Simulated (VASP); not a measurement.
An input for VASP 6.6.1 (BN):

Contents of INCAR:

```
PREC = Accurate ; ENCUT = 520
EDIFF = 1E-6 ; ISMEAR = 0
SIGMA = 0.02 ; LREAL = False
LASPH = True ; NELM = 60
ALGO = Normal ; ISIF = 2
LWAVE = False ; LCHARG = True
LDIPOL = True ; IDIPOL = 3
DIPOL = 0.5 0.5 0.500 ; GGA = PE
IVDW = 12 ; LELF = True
LVHAR = True ; LVACPOTAV = True
NBANDS = 11
```

Contents of KPOINTS:

```
regular mesh
0
Gamma
  10 10 1
```

Contents of POSCAR:

```
BN
1.0
    2.5087542200      0.0014657218      0.0000000000
    1.2531178371      2.2168393549      0.0000000000
    0.0000000000      0.0000000000     26.0000000000
B N
1 1
Direct
    0.5005715438      0.4988087789      0.5000000000
    0.8327284662      0.8344912311      0.5000000000
```

Potentials or basis: VASP PAW PBE potentials, release 64 (B, N).

The run is started by

```sh
$ cat potpaw_PBE.64/B/POTCAR potpaw_PBE.64/N/POTCAR > POTCAR
$ mpirun -np 1 vasp_std > vasp.out
```

Q: Does this run start?

A: The run stopped without a result. It printed:

OUTCAR:

```text
PREC = Accurate
   ENCUT = 520
   EDIFF = 1E-6
   ISMEAR = 0
   LREAL = False
   LASPH = True
   NELM = 60
   ISIF = 2
   GGA = PE
   IVDW = 12
[... 105 lines left out ...]
|     E        R     R  R     R  O     O  R     R     ###     ###     ###     |
|     EEEEE    RRRRRR   RRRRRR   O     O  RRRRRR       #       #       #      |
|     E        R   R    R   R    O     O  R   R                               |
|     E        R    R   R    R   O     O  R    R      ###     ###     ###     |
|     EEEEEEE  R     R  R     R  OOOOOOO  R     R     ###     ###     ###     |
|                                                                             |
|     IBZKPT: not all point group operations associated with the symmetry     |
|     operators of the crystalline lattice are members of the point group     |
|     of the reciprocal lattice.                                              |
|                                                                             |
|       ---->  I REFUSE TO CONTINUE WITH THIS SICK JOB ... BYE!!! <----       |
|                                                                             |
 -----------------------------------------------------------------------------
```

On the terminal:

```text
POSCAR found type information on POSCAR B N
 POSCAR found :  2 types and       2 ions
[... 43 lines left out ...]

1
```
